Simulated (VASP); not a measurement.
## ClO: single point with PBEsol

The system is ClO.

```
Cl O
1.0
     3.18522    0.00000    0.00000
     0.00000    3.18522    0.00000
     0.00000    0.00000    3.18522
Cl O
1 1
Direct
  0.00000 0.00000 0.00000
  0.50000 0.50000 0.50000
```

```yaml
Program: VASP 6.6.1
Task: single point
Functional: PBEsol
Potentials_or_basis: VASP PAW PBE potentials, release 64 (Cl, O)
Cutoff: 600 eV
k_mesh: 7 × 7 × 7
Occupations: gaussian, width 0.1 eV
Spin: no spin polarisation
Dipole_correction: no
Further_INCAR_settings: ALGO = Normal; EDIFF = 1e-06; NBANDS = 14
```

| Quantity | Value |
| --- | --- |
| Pressure | -13.9 GPa |

Levels at points of the mesh, in eV from the Fermi level:
| k point | band 2 | band 3 | band 4 | band 5 | band 6 | band 7 | band 8 | band 9 | band 10 | band 11 |
| --- | --- | --- | --- | --- | --- | --- | --- | --- | --- | --- |
| (0.00, 0.00, 0.00) | -13.61 | -2.09 | -2.09 | -2.09 | 0.89 | 0.89 | 0.89 | 9.78 | 9.78 | 10.86 |

It took 7.8 s on 1 thread of Intel(R) Xeon(R) 6975P-C (Granite Rapids), with other jobs on the host, peak memory 0.15 GiB.

Caveat: the PAW data sets were made with another functional, which shifts forces and pressure a little; an odd number of electrons without spin polarisation forces a metal; a magnetic or distorted state may lie lower.
